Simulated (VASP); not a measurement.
# BiSe3 (P4/mbm) in VASP: single point with PBE

Aim: the single point of BiSe3 with PBE.

Program: VASP 6.6.1. These are calculated values, not measurements. Logs are shortened: lines on timing, memory, paths and dates and some standing lists are left out, and cuts for length are marked.

## Step 1: The cell of the first run

It takes space group P4/mbm (No. 127, tetragonal). The conventional cell has a = 5.980 Å, b = 5.980 Å, c = 5.956 Å, α = 90.00°, β = 90.00°, γ = 90.00°. Bi (site symmetry mmm) has 8 Se at 2.99 to 3.21 Å within 3.9 Å. Se (site symmetry m2m) has 5 Se at 2.38 to 3.26 Å and 2 Bi at 3.21 Å within 3.3 Å. Se (site symmetry 4/m) has 4 Bi at 2.99 Å and 8 Se at 3.77 Å within 3.9 Å.

## Step 2: Single point, PBE

Contents of POSCAR:

```
BiSe3
1.0
    5.9803890302      0.0000000000      0.0000000000
    0.0000000000      5.9803890302      0.0000000000
    0.0000000000      0.0000000000      5.9558673407
Bi Se
2 6
Direct
    0.0000000000      0.5000000000      0.5000000000
    0.5000000000      0.0000000000      0.5000000000
    0.8592230427      0.3592230427      0.0000000000
    0.1407769573      0.6407769573      0.0000000000
    0.3592230427      0.1407769573      0.0000000000
    0.6407769573      0.8592230427      0.0000000000
    0.5000000000      0.5000000000      0.5000000000
    0.0000000000      0.0000000000      0.5000000000
```

Contents of INCAR.step1:

```
SYSTEM = BiSe3
ALGO     = Normal         ! electronic algorithm
EDIFF    = 1E-6           ! SCF threshold, eV
ENCUT    = 520            ! plane-wave cutoff, eV
GGA      = PE             ! functional
ISIF     = 2              ! what is computed and relaxed
ISMEAR   = 0              ! smearing method
LASPH    = .TRUE.         ! aspherical terms in the spheres
LCHARG   = .TRUE.         ! write CHGCAR
LREAL    = .FALSE.        ! projectors in reciprocal space
LWAVE    = .FALSE.        ! write WAVECAR
NBANDS   = 43             ! bands
NELM     = 80             ! most SCF steps
PREC     = Accurate       ! precision mode
SIGMA    = 0.1            ! smearing width, eV
```

Contents of KPOINTS.step1:

```
k-points
0
G
  6 6 6
  0 0 0
```

Contents of INCAR.step2:

```
SYSTEM = BiSe3
ALGO     = Normal         ! electronic algorithm
EDIFF    = 1E-6           ! SCF threshold, eV
ENCUT    = 520            ! plane-wave cutoff, eV
GGA      = PE             ! functional
ICHARG   = 11             ! starting density
ISIF     = 2              ! what is computed and relaxed
ISMEAR   = -5             ! smearing method
LASPH    = .TRUE.         ! aspherical terms in the spheres
LCHARG   = .FALSE.        ! write CHGCAR
LORBIT   = 11             ! projections on sites
LREAL    = .FALSE.        ! projectors in reciprocal space
LWAVE    = .FALSE.        ! write WAVECAR
NBANDS   = 43             ! bands
NEDOS    = 2001           ! points of the DOS
NELM     = 80             ! most SCF steps
PREC     = Accurate       ! precision mode
SIGMA    = 0.1            ! smearing width, eV
```

Contents of KPOINTS.step2:

```
k-points
0
G
  9 9 9
  0 0 0
```

Potentials or basis: VASP PAW PBE potentials, release 64 (Bi_d, Se).

Command:

```console
$ cat potpaw_PBE.64/Bi_d/POTCAR potpaw_PBE.64/Se/POTCAR > POTCAR
$ cp INCAR.step1 INCAR
$ cp KPOINTS.step1 KPOINTS
$ mpirun -np 1 vasp_std > vasp.out
$ cp INCAR.step2 INCAR
$ cp KPOINTS.step2 KPOINTS
$ mpirun -np 1 vasp_std > vasp.out
```

OUTCAR:

```text
SYSTEM = BiSe3
   EDIFF = 1E-6
   ENCUT = 520
   GGA = PE
   ICHARG = 11
   ISIF = 2
   ISMEAR = -5
   LASPH = .TRUE.
   LORBIT = 11
   LREAL = .FALSE.
   NELM = 80
   PREC = Accurate

 ion  position               nearest neighbor table
   1  0.000  0.500  0.500-   7 2.99   8 2.99   8 2.99   7 2.99   3 3.21   4 3.21   3 3.21   4 3.21

   2  0.500  0.000  0.500-   7 2.99   8 2.99   7 2.99   8 2.99   5 3.21   6 3.21   5 3.21   6 3.21

   3  0.859  0.359  0.000-   4 2.38   1 3.21   1 3.21
   4  0.141  0.641  0.000-   3 2.38   1 3.21   1 3.21
   5  0.359  0.141  0.000-   6 2.38   2 3.21   2 3.21
   6  0.641  0.859  0.000-   5 2.38   2 3.21   2 3.21
   7  0.500  0.500  0.500-   1 2.99   2 2.99   2 2.99   1 2.99
   8  0.000  0.000  0.500-   1 2.99   2 2.99   1 2.99   2 2.99

  LATTYP: Found a simple tetragonal cell.
 ALAT       =     5.9803890302
 C/A-ratio  =     0.9958996498

  Lattice vectors:

 A1 = (   5.9803890302,   0.0000000000,   0.0000000000)
 A2 = (   0.0000000000,   5.9803890302,   0.0000000000)
 A3 = (   0.0000000000,   0.0000000000,   5.9558673407)

Analysis of symmetry for initial positions (statically):
=====================================================================
 Subroutine PRICEL returns:
 Original cell was already a primitive cell.

 Routine SETGRP: Setting up the symmetry group for a
 simple tetragonal supercell.

 Subroutine GETGRP returns: Found 16 space group operations
 (whereof  8 operations were pure point group operations)
 out of a pool of 16 trial point group operations.

The static configuration has the point symmetry C_4h.
 The point group associated with its full space group is D_4h.

Analysis of symmetry for dynamics (positions and initial velocities):
=====================================================================
 Subroutine PRICEL returns:
 Original cell was already a primitive cell.

 Routine SETGRP: Setting up the symmetry group for a
 simple tetragonal supercell.

 Subroutine GETGRP returns: Found 16 space group operations
 (whereof  8 operations were pure point group operations)
 out of a pool of 16 trial point group operations.

The dynamic configuration has the point symmetry C_4h.
 The point group associated with its full space group is D_4h.

 Subroutine INISYM returns: Found 16 space group operations
 (whereof  8 operations are pure point group operations),
 and found     1 'primitive' translations

----------------------------------------------------------------------------------------

                                     Primitive cell

  volume of cell :     213.0119

  direct lattice vectors                    reciprocal lattice vectors
     5.980389030  0.000000000  0.000000000     0.167213202  0.000000000  0.000000000
     0.000000000  5.980389030  0.000000000     0.000000000  0.167213202  0.000000000
     0.000000000  0.000000000  5.955867341     0.000000000  0.000000000  0.167901658

  length of vectors
     5.980389030  5.980389030  5.955867341     0.167213202  0.167213202  0.167901658

  position of ions in fractional coordinates (direct lattice)
     0.000000000  0.500000000  0.500000000
     0.500000000  0.000000000  0.500000000
     0.859223043  0.359223043  0.000000000
     0.140776957  0.640776957  0.000000000
     0.359223043  0.140776957  0.000000000
     0.640776957  0.859223043  0.000000000
     0.500000000  0.500000000  0.500000000
     0.000000000  0.000000000  0.500000000

  ion indices of the primitive-cell ions
   primitive index   ion index
                 1           1
                 2           2
                 3           3
                 4           4
                 5           5
                 6           6
                 7           7
                 8           8

----------------------------------------------------------------------------------------

 KPOINTS: k-points

Automatic generation of k-mesh.
 Grid dimensions read from file:
 generate k-points for:    9    9    9

 Generating k-lattice:

  Cartesian coordinates                     Fractional coordinates (reciprocal lattice)
     0.018579245  0.000000000  0.000000000     0.111111111  0.000000000  0.000000000
     0.000000000  0.018579245  0.000000000     0.000000000  0.111111111  0.000000000
     0.000000000  0.000000000  0.018655740     0.000000000  0.000000000  0.111111111

  Length of vectors
     0.018579245  0.018579245  0.018655740

  Shift w.r.t. Gamma in fractional coordinates (k-lattice)
     0.000000000  0.000000000  0.000000000

 TETIRR: Found   1075 inequivalent tetrahedra from     4374

 Subroutine IBZKPT returns following result:
 ===========================================

 Found     75 irreducible k-points:

 Following reciprocal coordinates:
            Coordinates               Weight
  0.000000  0.000000  0.000000      1.000000
  0.111111  0.000000  0.000000      4.000000
  0.222222  0.000000  0.000000      4.000000
  0.333333  0.000000  0.000000      4.000000
  0.444444  0.000000  0.000000      4.000000
  0.111111  0.111111  0.000000      4.000000
[... 16 lines left out ...]
  0.333333  0.111111  0.111111     16.000000
  0.444444  0.111111  0.111111     16.000000
 [... further k-points ...]
   k-points           NKPTS =     75   k-points in BZ     NKDIM =     75   number of bands    NBANDS=     43
   number of dos      NEDOS =   2001   number of ions     NIONS =      8
   total plane-waves  NPLWV = 110592
   dimension x,y,z NGX =    48 NGY =   48 NGZ =   48
   dimension x,y,z NGXF=    96 NGYF=   96 NGZF=   96
   ions per type =               2   6
   NGX,Y,Z   is equivalent  to a cutoff of  13.34, 13.34, 13.40 a.u.
   NGXF,Y,Z  is equivalent  to a cutoff of  26.69, 26.69, 26.80 a.u.
 SYSTEM =  BiSe3
   PREC   = accura    normal or accurate (medium, high low for compatibility)
   ISTART =      0    job   : 0-new  1-cont  2-samecut
   ICHARG =     11    charge: 1-file 2-atom 10-const
   ISPIN  =      1    spin polarized calculation?
   LNONCOLLINEAR =      F non collinear calculations
   LSORBIT =      F    spin-orbit coupling
   LASPH  =      T    aspherical Exc in radial PAW
   ENCUT  =  520.0 eV  38.22 Ry    6.18 a.u.  11.12 11.12 11.07*2*pi/ulx,y,z
   NELM   =     80;   NELMIN=  2; NELMDL=  0     # of ELM steps
   EDIFF  = 0.1E-05   stopping-criterion for ELM
   LREAL  =      F    real-space projection
   EDIFFG = 0.1E-04   stopping-criterion for IOM
   NSW    =      0    number of steps for IOM
   IBRION =     -1    ionic relax: 0-MD 1-quasi-New 2-CG
   NFREE  =      0    steps in history (QN), initial steepest desc. (CG)
   ISIF   =      2    stress and relaxation
   ISYM   =      2    0-nonsym 1-usesym 2-fastsym
   POTIM  = 0.5000    time-step for ionic-motion
   TEBEG  =    0.0;   TEEND  =   0.0 temperature during run
   PSTRESS=    0.0 pullay stress
   NELECT =      66.0000    total number of electrons
   NUPDOWN=      -1.0000    fix difference up-down
   EMIN   =  10.00;   EMAX   =-10.00  energy-range for DOS
   EFERMI =   0.00;   METHOD = LEGACY
   ISMEAR =    -5;   SIGMA  =   0.10  broadening in eV -4-tet -1-fermi 0-gaus
   EFERMI_NEDOS =   21; number of points for ismear=-14 and -15
   IALGO  =     38    algorithm
   IMIX   =      4    mixing-type and parameters
     AMIX     =   0.40;   BMIX     =  1.00
     AMIX_MAG =   1.60;   BMIX_MAG =  1.00
  volume/ion in A,a.u.               =      26.63       179.68
  Fermi-wavevector in a.u.,A,eV,Ry     =   1.107783  2.093407 16.696852  1.227184
  Thomas-Fermi vector in A             =   2.244302
   LORBIT       =     11    0 simple, 1 ext, 2 COOP (PROOUT), +10 PAW based schemes
   GGA     = PE    functional components
   LHFCALC =     F    Hartree Fock is set to
   AEXX    =    0.0000 exact exchange contribution
   IVDW    =     0    specifies the selected vdW correction
   LEPSILON=     F    determine dielectric tensor
   LRPA    =     F    only Hartree local field effects (RPA)
 non-spin polarized calculation
 Fermi weights with tetrahedron method with Bloechl corrections
  energy-cutoff  :      520.00
  volume of cell :      213.01
 maximum number of plane-waves:      5762
 NGX is ok and might be reduce to    48

 number of electron      66.0000001 magnetization

 Free energy of the ion-electron system (eV)
  ---------------------------------------------------
  ext. energy  EPLUGINS =         0.00000000
  ---------------------------------------------------
  free energy    TOTEN  =       -28.01798458 eV

  energy without entropy =      -28.01798458  energy(sigma->0) =      -28.01798458

 E-fermi :   4.4501     XC(G=0):  -9.6305

 val. band max:        4.4932313423   @ k =   0.3333   0.3333   0.1111
 cond. band min:       4.4157357726   @ k =   0.4444   0.4444   0.4444
 fundamental gap:     -0.0774955697
 Fermi energy:         4.4500658384

 k-point     1 :       0.0000    0.0000    0.0000
  band No.  band energies     occupation
      1     -19.0389      2.00000
      2     -19.0236      2.00000
      3     -19.0082      2.00000
      4     -19.0082      2.00000
      5     -18.9944      2.00000
      6     -18.9895      2.00000
[... 35 lines left out ...]
     42       9.6487      0.00000
     43       9.6562      0.00000

 k-point     2 :       0.1111    0.0000    0.0000
  band No.  band energies     occupation
      1     -19.0384      2.00000
      2     -19.0240      2.00000
      3     -19.0082      2.00000
      4     -19.0082      2.00000
      5     -18.9934      2.00000
      6     -18.9896      2.00000
[... 1004 lines left out ...]
 k-point    24 :       0.4444    0.1111    0.1111
  band No.  band energies     occupation
      1     -19.0317      2.00000
      2     -19.0292      2.00000
      3     -19.0081      2.00000
      4     -19.0081      2.00000
      5     -18.9899      2.00000
      6     -18.9898      2.00000
[... 35 lines left out ...]
     42       8.4470      0.00000
     43      10.3092      0.00000

 [... further k-points ...]

------------------------ aborting loop because EDIFF is reached ----------------------------------------

  FORCE on cell =-STRESS in cart. coord.  units (eV):
  Direction    XX          YY          ZZ          XY          YZ          ZX
  --------------------------------------------------------------------------------------
  -------------------------------------------------------------------------------------
  Total       -0.5579954     -0.5579954     -0.3159719      0.0000000      0.0000000      0.0000000
  in kB       -4.1969842     -4.1969842     -2.3765946      0.0000000      0.0000000      0.0000000
  external PRESSURE =      -3.5901876 kB  Pullay stress =       0.0000000 kB

 VOLUME and BASIS-vectors are now :
 -----------------------------------------------------------------------------
  energy-cutoff  :      520.00
  volume of cell :      213.01
      direct lattice vectors                 reciprocal lattice vectors
     5.980389030  0.000000000  0.000000000     0.167213202  0.000000000  0.000000000
     0.000000000  5.980389030  0.000000000     0.000000000  0.167213202  0.000000000
     0.000000000  0.000000000  5.955867341     0.000000000  0.000000000  0.167901658

 POSITION                                       TOTAL-FORCE (eV/Angst)
 -----------------------------------------------------------------------------------
      0.00000      2.99019      2.97793         0.000000      0.000000     -0.000000
      2.99019      0.00000      2.97793         0.000000      0.000000     -0.000000
      5.13849      2.14829      0.00000        -0.059549     -0.059549     -0.000000
      0.84190      3.83210      0.00000         0.059549      0.059549      0.000000
      2.14829      0.84190      0.00000        -0.059549      0.059549     -0.000000
      3.83210      5.13849      0.00000         0.059549     -0.059549      0.000000
      2.99019      2.99019      2.97793         0.000000      0.000000     -0.000000
      0.00000      0.00000      2.97793         0.000000      0.000000     -0.000000
 -----------------------------------------------------------------------------------
    total drift:                                0.000000      0.000000     -0.000000

  FREE ENERGIE OF THE ION-ELECTRON SYSTEM (eV)
  ---------------------------------------------------
  free  energy   TOTEN  =       -28.0179845788 eV

  energy  without entropy=      -28.0179845788  energy(sigma->0) =      -28.01798458

 total charge

# of ion       s       p       d       tot
------------------------------------------
    1        1.610   0.975   9.953  12.538
    2        1.610   0.975   9.953  12.538
    3        1.513   2.157   0.043   3.712
    4        1.513   2.157   0.043   3.712
    5        1.513   2.157   0.043   3.712
    6        1.513   2.157   0.043   3.712
    7        1.488   2.278   0.020   3.786
    8        1.488   2.278   0.020   3.786
--------------------------------------------------
tot         12.247  15.132  20.118  47.497
```

Run time: 6.8 min. Hardware: 1 thread of Intel Xeon 6975P-C (Granite Rapids), shared host; peak memory 0.66 GiB.

Results:

```
Valence electrons inside the program's atomic spheres : Bi 12.54; Se 3.71, 3.79 (each value once)
```

Levels at points of the mesh, in eV from the Fermi level:
```csv
k point,band 30,band 31,band 32,band 33,band 34,band 35,band 36,band 37
"(0.00, 0.00, 0.00)",-1.35,-1.14,-1.14,-0.47,1.66,3.01,3.33,3.38
```

Caveat: spin-orbit coupling is left out, which moves the levels of the heavy elements.
